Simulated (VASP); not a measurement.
# AlN (Pm-3m) in VASP: single point with PBE

Aim: the single point of AlN with PBE.

Program: VASP 6.6.1. These are calculated values, not measurements. Logs are shortened: lines on timing, memory, paths and dates and some standing lists are left out, and cuts for length are marked.

**1. The cell of the first run**

The structure is cubic, space group Pm-3m (No. 221). Conventional cell: a = 2.563 Å, b = 2.563 Å, c = 2.563 Å, α = 90.00°, β = 90.00°, γ = 90.00°. Al (site symmetry m-3m) has 8 N at 2.22 Å and 6 Al at 2.56 Å within 2.9 Å. Within 2.9 Å of N (site symmetry m-3m) lie 8 Al at 2.22 Å and 6 N at 2.56 Å.

**2. Single point, PBE**

INCAR reads:

```
ALGO = Normal
EDIFF = 1E-6
ENCUT = 520
GGA = PE
ISIF = 2
ISMEAR = 0
LASPH = T
LCHARG = T
LELF = T
LREAL = F
LVHAR = T
LWAVE = F
NBANDS = 11
NELM = 100
PREC = Accurate
SIGMA = 0.05
```

KPOINTS reads:

```
k-points
0
Gamma
  10 10 10
```

POSCAR reads:

```
AlN
1.0
   -0.8544440182      1.7088880364      1.7088880364
    1.7088880364     -0.8544440182      1.7088880364
    1.7088880364      1.7088880364     -0.8544440182
Al N
1 1
Direct
    0.5000000000      0.5000000000      0.5000000000
    0.0000000000      0.0000000000      0.0000000000
```

Potentials or basis: VASP PAW PBE potentials, release 64 (Al, N).

On the command line:

```sh
> cat potpaw_PBE.64/Al/POTCAR potpaw_PBE.64/N/POTCAR > POTCAR
> mpirun -np 1 vasp_std > vasp.out
```

OUTCAR:

```text
EDIFF = 1E-6
   ENCUT = 520
   GGA = PE
   ISIF = 2
   ISMEAR = 0
   LASPH = T
   LREAL = F
   NELM = 100
   PREC = Accurate

 ion  position               nearest neighbor table
   1  0.500  0.500  0.500-   2 2.22   2 2.22   2 2.22   2 2.22   2 2.22   2 2.22   2 2.22   2 2.22

   2  0.000  0.000  0.000-   1 2.22   1 2.22   1 2.22   1 2.22   1 2.22   1 2.22   1 2.22   1 2.22

  LATTYP: Found a simple cubic cell.
 ALAT       =     2.5633320546

  Lattice vectors:

 A1 = (  -0.8544440182,   1.7088880364,   1.7088880364)
 A2 = (   1.7088880364,  -0.8544440182,   1.7088880364)
 A3 = (   1.7088880364,   1.7088880364,  -0.8544440182)

Analysis of symmetry for initial positions (statically):
=====================================================================
 Subroutine PRICEL returns:
 Original cell was already a primitive cell.

 Routine SETGRP: Setting up the symmetry group for a
 simple cubic supercell.

 Subroutine GETGRP returns: Found 48 space group operations
 (whereof 48 operations were pure point group operations)
 out of a pool of 48 trial point group operations.

The static configuration has the point symmetry O_h .

Analysis of symmetry for dynamics (positions and initial velocities):
=====================================================================
 Subroutine PRICEL returns:
 Original cell was already a primitive cell.

 Routine SETGRP: Setting up the symmetry group for a
 simple cubic supercell.

 Subroutine GETGRP returns: Found 48 space group operations
 (whereof 48 operations were pure point group operations)
 out of a pool of 48 trial point group operations.

The dynamic configuration has the point symmetry O_h .

 Subroutine INISYM returns: Found 48 space group operations
 (whereof 48 operations are pure point group operations),
 and found     1 'primitive' translations

----------------------------------------------------------------------------------------

                                     Primitive cell

  volume of cell :      16.8428

  direct lattice vectors                    reciprocal lattice vectors
    -0.854444018  1.708888036  1.708888036    -0.130039077  0.260078153  0.260078153
     1.708888036 -0.854444018  1.708888036     0.260078153 -0.130039077  0.260078153
     1.708888036  1.708888036 -0.854444018     0.260078153  0.260078153 -0.130039077

  length of vectors
     2.563332055  2.563332055  2.563332055     0.390117230  0.390117230  0.390117230

  position of ions in fractional coordinates (direct lattice)
     0.500000000  0.500000000  0.500000000
     0.000000000  0.000000000  0.000000000

[... 81 lines left out ...]
   NFREE  =      0    steps in history (QN), initial steepest desc. (CG)
   ISIF   =      2    stress and relaxation
   ISYM   =      2    0-nonsym 1-usesym 2-fastsym
   POTIM  = 0.5000    time-step for ionic-motion
   TEBEG  =    0.0;   TEEND  =   0.0 temperature during run
   PSTRESS=    0.0 pullay stress
   NELECT =       8.0000    total number of electrons
   NUPDOWN=      -1.0000    fix difference up-down
   EMIN   =  10.00;   EMAX   =-10.00  energy-range for DOS
   EFERMI =   0.00;   METHOD = LEGACY
   ISMEAR =     0;   SIGMA  =   0.05  broadening in eV -4-tet -1-fermi 0-gaus
   EFERMI_NEDOS =   21; number of points for ismear=-14 and -15
   IALGO  =     38    algorithm
   IMIX   =      4    mixing-type and parameters
     AMIX     =   0.40;   BMIX     =  1.00
     AMIX_MAG =   1.60;   BMIX_MAG =  1.00
  volume/ion in A,a.u.               =       8.42        56.83
  Fermi-wavevector in a.u.,A,eV,Ry     =   1.277321  2.413786 22.198561  1.631548
  Thomas-Fermi vector in A             =   2.409927
   LORBIT       =      0    0 simple, 1 ext, 2 COOP (PROOUT), +10 PAW based schemes
   GGA     = PE    functional components
   LHFCALC =     F    Hartree Fock is set to
   AEXX    =    0.0000 exact exchange contribution
   IVDW    =     0    specifies the selected vdW correction
   LEPSILON=     F    determine dielectric tensor
   LRPA    =     F    only Hartree local field effects (RPA)
 non-spin polarized calculation
 Gauss-broadening in eV      SIGMA  =   0.05
  energy-cutoff  :      520.00
  volume of cell :       16.84
 maximum number of plane-waves:       468
 NGX is ok and might be reduce to    20
   NGX =  9   NGY =  9   NGZ =  9

 number of electron       8.0000000 magnetization

 Free energy of the ion-electron system (eV)
  ---------------------------------------------------
  ext. energy  EPLUGINS =         0.00000000
  ---------------------------------------------------
  free energy    TOTEN  =       -11.39476836 eV

  energy without entropy =      -11.39402232  energy(sigma->0) =      -11.39439534

 E-fermi :  11.5596     XC(G=0): -12.3404

 val. band max:       11.4312475590   @ k =   0.5000   0.5000   0.1000
 cond. band min:      11.5609931050   @ k =   0.4000   0.3000  -0.0000
 fundamental gap:      0.1297455460
 Fermi energy:        11.5595689415

 k-point     1 :       0.0000    0.0000    0.0000
  band No.  band energies     occupation
      1      -7.2873      2.00000
      2       9.9165      2.00000
      3       9.9165      2.00000
      4       9.9165      2.00000
      5      12.9104      0.00000
      6      17.7822      0.00000
      7      17.7822      0.00000
      8      27.9589      0.00000
      9      27.9589      0.00000
     10      27.9589      0.00000
     11      35.0317      0.00000
[... 309 lines left out ...]
 k-point    24 :       0.3000    0.1000    0.1000
  band No.  band energies     occupation
      1      -5.4908      2.00000
      2       3.9513      2.00000
      3       9.3600      2.00000
      4       9.7489      2.00000
      5      16.5466      0.00000
      6      19.3654      0.00000
      7      19.8221      0.00000
      8      25.0753      0.00000
      9      25.7999      0.00000
     10      30.2822      0.00000
     11      30.4800      0.00000

 [... further k-points ...]
[... 5 lines left out ...]
  --------------------------------------------------------------------------------------
  -------------------------------------------------------------------------------------
  Total        1.2895894      1.2895894      1.2895894      0.0000000      0.0000000      0.0000000
  in kB      122.6725594    122.6725594    122.6725594      0.0000000      0.0000000      0.0000000
  external PRESSURE =     122.6725594 kB  Pullay stress =       0.0000000 kB

 VOLUME and BASIS-vectors are now :
 -----------------------------------------------------------------------------
  energy-cutoff  :      520.00
  volume of cell :       16.84
      direct lattice vectors                 reciprocal lattice vectors
    -0.854444018  1.708888036  1.708888036    -0.130039077  0.260078153  0.260078153
     1.708888036 -0.854444018  1.708888036     0.260078153 -0.130039077  0.260078153
     1.708888036  1.708888036 -0.854444018     0.260078153  0.260078153 -0.130039077

 POSITION                                       TOTAL-FORCE (eV/Angst)
 -----------------------------------------------------------------------------------
      1.28167      1.28167      1.28167        -0.000000     -0.000000      0.000000
      0.00000      0.00000      0.00000         0.000000      0.000000     -0.000000
 -----------------------------------------------------------------------------------
    total drift:                                0.000000     -0.000000      0.000000

  FREE ENERGIE OF THE ION-ELECTRON SYSTEM (eV)
  ---------------------------------------------------
  free  energy   TOTEN  =       -11.3947683641 eV

  energy  without entropy=      -11.3940223226  energy(sigma->0) =      -11.39439534
```

Wall time 6.4 s (1 thread of Intel Xeon Platinum 8259CL at 2.50GHz (Skylake/Cascade Lake), shared host); peak memory 0.12 GiB.

Results:

* Free energy: -11.3948 eV
* Pressure: 12.3 GPa
* Band gap on the k mesh: zero (band 4 reaches 11.69 eV, above the bottom of band 5 at 10.82 eV)
